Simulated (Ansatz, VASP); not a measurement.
**One calculation of Sc2Si, two programs**

```xyz
6
Lattice="0.0000 3.9550 3.9550 3.9550 0.0000 3.9550 3.9550 3.9550 0.0000" Properties=species:S:1:pos:R:3 pbc="T T T"
Sc    0.9888    0.9888    0.9888
Sc    0.9888    2.9663    2.9663
Sc    2.9663    2.9663    0.9888
Sc    2.9663    0.9888    2.9663
Si    3.9550    3.9550    3.9550
Si    5.9326    5.9326    5.9326
```

Alike in both runs: task relaxation of cell and atoms; functional PBE; k mesh 8 × 8 × 8; occupations gaussian, width 0.1 eV; no spin polarisation.

|  | VASP | Ansatz |
| --- | --- | --- |
| version | VASP 6.6.1 | Ansatz 0.2.0 |
| potentials or method | VASP PAW PBE potentials, release 64 (Sc_sv, Si), cutoff 600 eV | scalar-relativistic, plane waves, PAW |
| valence electrons in the cell | 52 | 52 |

Ansatz gave:

```
gap on the k mesh at the Fermi level, each at its own relaxed structure (eV) : none
relaxed volume (Å³/atom)                                                     : 20.70
relaxed cell length with the largest relative difference (Å)                 : 5.600
```

Task: Estimate VASP's values.

Result: gap on the k mesh at the Fermi level, each at its own relaxed structure (eV): none; relaxed volume (Å³/atom): 20.74; relaxed cell length with the largest relative difference (Å): 5.604.

A gap of «none» marks a metal or a gap that the smearing closes.
